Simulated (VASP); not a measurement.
# Al3WO2 (P-3m1) in VASP: a series of runs, part 2 of 2

VASP 6.6.1. The steps go on from the part before.

## (3) Single point, PBE

This run uses another cell than the first one, of 12.13 Å³/atom, 1.080 times its volume.

Input file INCAR:

```
SYSTEM = Al3WO2
ALGO     = Normal         ! electronic algorithm
EDIFF    = 1E-6           ! SCF threshold, eV
ENCUT    = 520            ! plane-wave cutoff, eV
GGA      = PE             ! functional
ISIF     = 2              ! what is computed and relaxed
ISMEAR   = 0              ! smearing method
LASPH    = .TRUE.         ! aspherical terms in the spheres
LCHARG   = .FALSE.        ! write CHGCAR
LREAL    = .FALSE.        ! projectors in reciprocal space
LWAVE    = .FALSE.        ! write WAVECAR
NBANDS   = 26             ! bands
NELM     = 60             ! most SCF steps
PREC     = Accurate       ! precision mode
SIGMA    = 0.1            ! smearing width, eV
```

Input file KPOINTS:

```
k-points
0
G
  6 6 2
  0 0 0
```

Input file POSCAR:

```
Al3WO2
1.0
    2.8693855156      0.0000000026      0.0000000000
   -1.4346927600      2.4849607484      0.0000000000
    0.0000000000      0.0000000000     10.2079934260
Al W O
3 1 2
Direct
    0.3333333333      0.6666666667      0.7928594909
    0.6666666667      0.3333333333      0.2071405091
    0.0000000000      0.0000000000      0.5000000000
    0.0000000000      0.0000000000      0.0000000000
    0.3333333333      0.6666666667      0.4018082278
    0.6666666667      0.3333333333      0.5981917722
```

Potentials or basis: VASP PAW PBE potentials, release 64 (Al, W_sv, O).

On the command line:

```bash
cat potpaw_PBE.64/Al/POTCAR potpaw_PBE.64/W_sv/POTCAR potpaw_PBE.64/O/POTCAR > POTCAR
mpirun -np 1 vasp_std > vasp.out
```

OUTCAR:

```text
SYSTEM = Al3WO2
   EDIFF = 1E-6
   ENCUT = 520
   GGA = PE
   ISIF = 2
   ISMEAR = 0
   LASPH = .TRUE.
   LREAL = .FALSE.
   NELM = 60
   PREC = Accurate

 ion  position               nearest neighbor table
   1  0.333  0.667  0.793-   6 2.59   6 2.59   6 2.59   4 2.69   4 2.69   4 2.69
   2  0.667  0.333  0.207-   5 2.59   5 2.59   5 2.59   4 2.69   4 2.69   4 2.69
   3  0.000  0.000  0.500-   5 1.94   6 1.94   5 1.94   6 1.94   6 1.94   5 1.94
   4  0.000  0.000  0.000-   1 2.69   2 2.69   1 2.69   2 2.69   2 2.69   1 2.69
   5  0.333  0.667  0.402-   3 1.94   3 1.94   3 1.94   2 2.59   2 2.59   2 2.59
   6  0.667  0.333  0.598-   3 1.94   3 1.94   3 1.94   1 2.59   1 2.59   1 2.59

  LATTYP: Found a hexagonal cell.
 ALAT       =     2.8693855156
 C/A-ratio  =     3.5575538283

  Lattice vectors:

 A1 = (   2.8693855156,   0.0000000026,   0.0000000000)
 A2 = (  -1.4346927600,   2.4849607484,   0.0000000000)
 A3 = (   0.0000000000,   0.0000000000,  10.2079934260)

Analysis of symmetry for initial positions (statically):
=====================================================================
 Subroutine PRICEL returns:
 Original cell was already a primitive cell.

 Routine SETGRP: Setting up the symmetry group for a
 hexagonal supercell.

 Subroutine GETGRP returns: Found 12 space group operations
 (whereof 12 operations were pure point group operations)
 out of a pool of 24 trial point group operations.

The static configuration has the point symmetry D_3d.

Analysis of symmetry for dynamics (positions and initial velocities):
=====================================================================
 Subroutine PRICEL returns:
 Original cell was already a primitive cell.

 Routine SETGRP: Setting up the symmetry group for a
 hexagonal supercell.

 Subroutine GETGRP returns: Found 12 space group operations
 (whereof 12 operations were pure point group operations)
[... 119 lines left out ...]
     AMIX_MAG =   1.60;   BMIX_MAG =  1.00
  volume/ion in A,a.u.               =      12.13        81.86
  Fermi-wavevector in a.u.,A,eV,Ry     =   1.282570  2.423707 22.381407  1.644987
  Thomas-Fermi vector in A             =   2.414874
   LORBIT       =      0    0 simple, 1 ext, 2 COOP (PROOUT), +10 PAW based schemes
   GGA     = PE    functional components
   LHFCALC =     F    Hartree Fock is set to
   AEXX    =    0.0000 exact exchange contribution
   IVDW    =     0    specifies the selected vdW correction
   LEPSILON=     F    determine dielectric tensor
   LRPA    =     F    only Hartree local field effects (RPA)
 non-spin polarized calculation
 Gauss-broadening in eV      SIGMA  =   0.10
  energy-cutoff  :      520.00
  volume of cell :       72.79
 maximum number of plane-waves:      1982
 NGX is ok and might be reduce to    24
   NGX = 11   NGY = 11   NGZ = 37

 number of electron      34.9999996 magnetization

 Free energy of the ion-electron system (eV)
  ---------------------------------------------------
  ext. energy  EPLUGINS =         0.00000000
  ---------------------------------------------------
  free energy    TOTEN  =       -41.87177924 eV

  energy without entropy =      -41.85972310  energy(sigma->0) =      -41.86575117

 E-fermi :   9.6242     XC(G=0): -11.5095

 val. band max:        9.6211953261   @ k =   0.1667   0.0000   0.0000
 cond. band min:       9.6657254785   @ k =   0.1667   0.1667   0.0000
 fundamental gap:      0.0445301524
 Fermi energy:         9.6241510847

 k-point     1 :       0.0000    0.0000    0.0000
  band No.  band energies     occupation
      1     -64.4488      2.00000
      2     -28.8128      2.00000
      3     -28.2248      2.00000
      4     -28.2248      2.00000
      5     -12.7460      2.00000
      6     -10.8738      2.00000
[... 395 lines left out ...]
     25      16.4199      0.00000
     26      16.4247      0.00000

------------------------ aborting loop because EDIFF is reached ----------------------------------------

  FORCE on cell =-STRESS in cart. coord.  units (eV):
  Direction    XX          YY          ZZ          XY          YZ          ZX
  --------------------------------------------------------------------------------------
  -------------------------------------------------------------------------------------
  Total       -0.1430265     -0.1430265      0.1931499     -0.0000000     -0.0000000      0.0000000
  in kB       -3.1483161     -3.1483161      4.2516376     -0.0000000     -0.0000000      0.0000000
  external PRESSURE =      -0.6816649 kB  Pullay stress =       0.0000000 kB

 VOLUME and BASIS-vectors are now :
 -----------------------------------------------------------------------------
  energy-cutoff  :      520.00
  volume of cell :       72.79
      direct lattice vectors                 reciprocal lattice vectors
     2.869385516  0.000000003  0.000000000     0.348506673  0.201210422  0.000000000
    -1.434692760  2.484960748  0.000000000    -0.000000000  0.402420843  0.000000000
     0.000000000  0.000000000 10.207993426     0.000000000  0.000000000  0.097962446

 POSITION                                       TOTAL-FORCE (eV/Angst)
 -----------------------------------------------------------------------------------
     -0.00000      1.65664      8.09350        -0.000000      0.000000     -0.015050
      1.43469      0.82832      2.11449        -0.000000      0.000000      0.015050
      0.00000      0.00000      5.10400        -0.000000      0.000000      0.000000
      0.00000      0.00000      0.00000        -0.000000      0.000000      0.000000
     -0.00000      1.65664      4.10166         0.000000     -0.000000      0.007987
      1.43469      0.82832      6.10634        -0.000000      0.000000     -0.007987
 -----------------------------------------------------------------------------------
    total drift:                                0.000000     -0.000000      0.000000

  FREE ENERGIE OF THE ION-ELECTRON SYSTEM (eV)
  ---------------------------------------------------
  free  energy   TOTEN  =       -41.8717792389 eV

  energy  without entropy=      -41.8597231033  energy(sigma->0) =      -41.86575117
```

Wall time 12 s (1 thread of Intel Xeon 6975P-C (Granite Rapids), shared host); peak memory 0.2 GiB.

What came out:

```yaml
Free_energy: -41.8718 eV
Pressure: -0.1 GPa
Largest_force: 0.015 eV/Å
```

Forces in eV/Å, atoms in the order of the input:
```
Al   0.000  0.000 -0.015
Al   0.000  0.000  0.015
Al   0.000  0.000  0.000
W    0.000  0.000  0.000
O    0.000  0.000  0.008
O    0.000  0.000 -0.008
```

Stress tensor (GPa, compression positive):
```
-0.31  0.00  0.00
 0.00 -0.31  0.00
 0.00  0.00  0.43
```

Caveat: the k points lie up to 0.42 Å⁻¹ apart; spin-orbit coupling is left out, which moves the levels of the heavy elements; an odd number of electrons without spin polarisation forces a metal; a magnetic or distorted state may lie lower.

## (4) Single point, PBE, collinear spin, zero start

Input file INCAR:

```
PREC = Accurate ; ENCUT = 520
EDIFF = 1E-7 ; ISMEAR = 0
SIGMA = 0.1 ; LREAL = F
LASPH = T ; NELM = 150
ALGO = Normal ; ISIF = 2
LWAVE = F ; LCHARG = F
ISPIN = 2 ; MAGMOM = 0 0 0 0 0 0
LORBIT = 11 ; LMAXMIX = 4
GGA = PE ; NBANDS = 30
```

Input file KPOINTS:

```
Automatic mesh
0
Gamma
  6 6 2
```

Input file POSCAR:

```
Al3WO2
1.0
    3.1902504700      0.0000000000      0.0000000000
   -1.5951252400      2.7628379500      0.0000000000
    0.0000000000      0.0000000000      7.6490918100
Al W O
3 1 2
Direct
    0.3333333300      0.6666666700      0.7200648400
    0.6666666700      0.3333333300      0.2799351600
    0.0000000000      0.0000000000      0.5000000000
    0.0000000000      0.0000000000      0.0000000000
    0.3333333300      0.6666666700      0.3899675800
    0.6666666700      0.3333333300      0.6100324200
```

Potentials or basis: VASP PAW PBE potentials, release 64 (Al, W_sv, O).

On the command line:

```bash
cat potpaw_PBE.64/Al/POTCAR potpaw_PBE.64/W_sv/POTCAR potpaw_PBE.64/O/POTCAR > POTCAR
mpirun -np 1 vasp_std > vasp.out
```

OUTCAR:

```text
PREC = Accurate
   ENCUT = 520
   EDIFF = 1E-7
   ISMEAR = 0
   LREAL = F
   LASPH = T
   NELM = 150
   ISIF = 2
   ISPIN = 2
   LORBIT = 11
   GGA = PE

 ion  position               nearest neighbor table
   1  0.333  0.667  0.720-   6 2.03   6 2.03   6 2.03   3 2.50   3 2.50   3 2.50   5 2.52   4 2.82
                             4 2.82   4 2.82
   2  0.667  0.333  0.280-   5 2.03   5 2.03   5 2.03   3 2.50   3 2.50   3 2.50   6 2.52   4 2.82
                             4 2.82   4 2.82
   3  0.000  0.000  0.500-   5 2.03   6 2.03   6 2.03   5 2.03   6 2.03   5 2.03   1 2.50   2 2.50
                             1 2.50   2 2.50   2 2.50   1 2.50
   4  0.000  0.000  0.000-   1 2.82   2 2.82   2 2.82   1 2.82   2 2.82   1 2.82
   5  0.333  0.667  0.390-   2 2.03   2 2.03   3 2.03   3 2.03   3 2.03   2 2.03   1 2.52
   6  0.667  0.333  0.610-   1 2.03   1 2.03   3 2.03   3 2.03   3 2.03   1 2.03   2 2.52

  LATTYP: Found a hexagonal cell.
 ALAT       =     3.1902504700
 C/A-ratio  =     2.3976461666

  Lattice vectors:

 A1 = (   3.1902504700,   0.0000000000,   0.0000000000)
 A2 = (  -1.5951252400,   2.7628379500,   0.0000000000)
 A3 = (   0.0000000000,   0.0000000000,   7.6490918100)

Analysis of symmetry for initial positions (statically):
=====================================================================
 Subroutine PRICEL returns:
 Original cell was already a primitive cell.

 Routine SETGRP: Setting up the symmetry group for a
 hexagonal supercell.

 Subroutine GETGRP returns: Found 12 space group operations
 (whereof 12 operations were pure point group operations)
 out of a pool of 24 trial point group operations.

The static configuration has the point symmetry D_3d.

Analysis of symmetry for dynamics (positions and initial velocities):
=====================================================================
 Subroutine PRICEL returns:
 Original cell was already a primitive cell.

 Routine SETGRP: Setting up the symmetry group for a
 hexagonal supercell.

 Subroutine GETGRP returns: Found 12 space group operations
 (whereof 12 operations were pure point group operations)
 out of a pool of 24 trial point group operations.

The dynamic configuration has the point symmetry D_3d.

Analysis of structural, dynamic, and magnetic symmetry:
=====================================================================
 Subroutine PRICEL returns:
 Original cell was already a primitive cell.

 Routine SETGRP: Setting up the symmetry group for a
 hexagonal supercell.

 Subroutine GETGRP returns: Found 12 space group operations
 (whereof 12 operations were pure point group operations)
 out of a pool of 24 trial point group operations.

The overall configuration has the point symmetry D_3d.

 Subroutine INISYM returns: Found 12 space group operations
 (whereof 12 operations are pure point group operations),
 and found     1 'primitive' translations

----------------------------------------------------------------------------------------

                                     Primitive cell

  volume of cell :      67.4202

  direct lattice vectors                    reciprocal lattice vectors
     3.190250470  0.000000000  0.000000000     0.313455012  0.180973336  0.000000000
[... 90 lines left out ...]
   ISYM   =      2    0-nonsym 1-usesym 2-fastsym
   POTIM  = 0.5000    time-step for ionic-motion
   TEBEG  =    0.0;   TEEND  =   0.0 temperature during run
   PSTRESS=    0.0 pullay stress
   NELECT =      35.0000    total number of electrons
   NUPDOWN=      -1.0000    fix difference up-down
   EMIN   =  10.00;   EMAX   =-10.00  energy-range for DOS
   EFERMI =   0.00;   METHOD = LEGACY
   ISMEAR =     0;   SIGMA  =   0.10  broadening in eV -4-tet -1-fermi 0-gaus
   EFERMI_NEDOS =   21; number of points for ismear=-14 and -15
   IALGO  =     38    algorithm
   IMIX   =      4    mixing-type and parameters
     AMIX     =   0.40;   BMIX     =  1.00
     AMIX_MAG =   1.60;   BMIX_MAG =  1.00
  volume/ion in A,a.u.               =      11.24        75.83
  Fermi-wavevector in a.u.,A,eV,Ry     =   1.315732  2.486373 23.553741  1.731151
  Thomas-Fermi vector in A             =   2.445894
   LORBIT       =     11    0 simple, 1 ext, 2 COOP (PROOUT), +10 PAW based schemes
   GGA     = PE    functional components
   LHFCALC =     F    Hartree Fock is set to
   AEXX    =    0.0000 exact exchange contribution
   IVDW    =     0    specifies the selected vdW correction
   LEPSILON=     F    determine dielectric tensor
   LRPA    =     F    only Hartree local field effects (RPA)
 spin polarized calculation
 Gauss-broadening in eV      SIGMA  =   0.10
  energy-cutoff  :      520.00
  volume of cell :       67.42
 maximum number of plane-waves:      1836
 NGX is ok and might be reduce to    24
   NGX = 11   NGY = 11   NGZ = 29

 number of electron      34.9999997 magnetization       0.0000129

 number of electron      34.9999997 magnetization      -0.0000044

 Free energy of the ion-electron system (eV)
  ---------------------------------------------------
  ext. energy  EPLUGINS =         0.00000000
  ---------------------------------------------------
  free energy    TOTEN  =       -34.25039462 eV

  energy without entropy =      -34.22376279  energy(sigma->0) =      -34.23707870

 E-fermi :  10.8376     XC(G=0): -11.9717

 val. band max:       10.8368123590   @ k =   0.3333   0.1667   0.0000
 cond. band min:      10.8418055556   @ k =   0.1667   0.0000   0.0000
 fundamental gap:      0.0049931966
 Fermi energy:        10.8376026113

 spin component 1

 k-point     1 :       0.0000    0.0000    0.0000
  band No.  band energies     occupation
      1     -63.2023      1.00000
      2     -27.3421      1.00000
      3     -27.1921      1.00000
      4     -27.1921      1.00000
      5     -13.7962      1.00000
      6     -11.5067      1.00000
[... 437 lines left out ...]
     28      18.8513      0.00000
     29      18.8513      0.00000
 Fermi energy:        10.8376026113

 spin component 2

 k-point     1 :       0.0000    0.0000    0.0000
  band No.  band energies     occupation
      1     -63.2023      1.00000
      2     -27.3421      1.00000
      3     -27.1921      1.00000
      4     -27.1921      1.00000
      5     -13.7962      1.00000
      6     -11.5067      1.00000
[... 437 lines left out ...]
     28      18.8513      0.00000
     29      18.8513      0.00000
 [bands above 29 left out]

------------------------ aborting loop because EDIFF is reached ----------------------------------------

  FORCE on cell =-STRESS in cart. coord.  units (eV):
  Direction    XX          YY          ZZ          XY          YZ          ZX
  --------------------------------------------------------------------------------------
  -------------------------------------------------------------------------------------
  Total        6.1675631      6.1675631     16.6100210     -0.0000000      0.0000000      0.0000000
  in kB      146.5662966    146.5662965    394.7214220     -0.0000003      0.0000000      0.0000000
  external PRESSURE =     229.2846717 kB  Pullay stress =       0.0000000 kB

 VOLUME and BASIS-vectors are now :
 -----------------------------------------------------------------------------
  energy-cutoff  :      520.00
  volume of cell :       67.42
      direct lattice vectors                 reciprocal lattice vectors
     3.190250470  0.000000000  0.000000000     0.313455012  0.180973336  0.000000000
    -1.595125240  2.762837950  0.000000000     0.000000000  0.361946672  0.000000000
     0.000000000  0.000000000  7.649091810     0.000000000  0.000000000  0.130734475

 POSITION                                       TOTAL-FORCE (eV/Angst)
 -----------------------------------------------------------------------------------
     -0.00000      1.84189      5.50784         0.000000     -0.000000      6.188660
      1.59513      0.92095      2.14125        -0.000000      0.000000     -6.188660
      0.00000      0.00000      3.82455        -0.000000      0.000000      0.000000
      0.00000      0.00000      0.00000        -0.000000      0.000000      0.000000
     -0.00000      1.84189      2.98290        -0.000000     -0.000000      1.334329
      1.59513      0.92095      4.66619         0.000000      0.000000     -1.334329
 -----------------------------------------------------------------------------------
    total drift:                               -0.000000      0.000000     -0.000000

  FREE ENERGIE OF THE ION-ELECTRON SYSTEM (eV)
  ---------------------------------------------------
  free  energy   TOTEN  =       -34.2503946163 eV

  energy  without entropy=      -34.2237627855  energy(sigma->0) =      -34.23707870

 total charge

# of ion       s       p       d       tot
------------------------------------------
    1        0.398   0.372   0.000   0.770
    2        0.398   0.372   0.000   0.770
    3        0.420   0.393   0.000   0.813
    4        2.334   6.209   3.180  11.723
    5        1.613   3.535   0.000   5.148
    6        1.613   3.535   0.000   5.148
--------------------------------------------------
tot          6.776  14.417   3.180  24.373

 magnetization (x)

# of ion       s       p       d       tot
------------------------------------------
    1       -0.000  -0.000   0.000  -0.000
    2       -0.000  -0.000   0.000  -0.000
    3       -0.000  -0.000   0.000  -0.000
    4       -0.000  -0.000  -0.000  -0.000
    5       -0.000  -0.000   0.000  -0.000
    6       -0.000  -0.000   0.000  -0.000
--------------------------------------------------
tot         -0.000  -0.000  -0.000  -0.000
```

Wall time 24 s (1 thread of Intel Xeon 6975P-C (Granite Rapids), shared host); peak memory 0.23 GiB.

What came out:

| Property | Result |
| --- | --- |
| Free energy | -34.2504 eV |
| Pressure | 22.9 GPa |
| Largest force | 6.189 eV/Å |
| Net moment | 0.00 μB per cell |
| Valence electrons inside the program's atomic spheres | Al 0.77, 0.81; W 11.72; O 5.15 |

Forces in eV/Å, atoms in the order of the input:
```
Al   0.000  0.000  6.189
Al   0.000  0.000 -6.189
Al   0.000  0.000  0.000
W    0.000  0.000  0.000
O    0.000  0.000  1.334
O    0.000  0.000 -1.334
```

Stress tensor (GPa, compression positive):
```
14.66  0.00  0.00
 0.00 14.66  0.00
 0.00  0.00 39.47
```

Caveat: the k points lie up to 0.41 Å⁻¹ apart; spin-orbit coupling is left out, which moves the levels of the heavy elements; forces of over 1 eV/Å act on the atoms, so gaps and moduli don't describe the material at rest.

## (5) Summary

```tsv
spin	cell	gap on the mesh (eV)	pressure (GPa)	largest force (eV/Å)
off	a = 3.190, b = 3.190, c = 7.649 Å, angles 90.0, 90.0, 120.0°, 6 atoms	none	22.9	6.19
off	a = 2.869, b = 2.869, c = 10.208 Å, angles 90.0, 90.0, 120.0°, 6 atoms	none	-0.1	0.02
collinear, zero start	a = 3.190, b = 3.190, c = 7.649 Å, angles 90.0, 90.0, 120.0°, 6 atoms	none	22.9	6.19
```

Alike in all rows: task single point; level PBE; potentials or basis VASP PAW PBE potentials, release 64 (Al, W_sv, O); k mesh 6 × 6 × 2; cutoff (eV) 520; smearing gaussian 0.1 eV.

Caveats: all runs use coarse meshes; spin-orbit coupling is left out, which moves the levels of the heavy elements; an odd number of electrons without spin polarisation forces a metal (some runs); a magnetic or distorted state may lie lower (some runs); forces of over 1 eV/Å act on the atoms, so gaps and moduli don't describe the material at rest (some runs).

Total energies depend on the potentials used, so only differences within one code and one set of settings carry meaning.
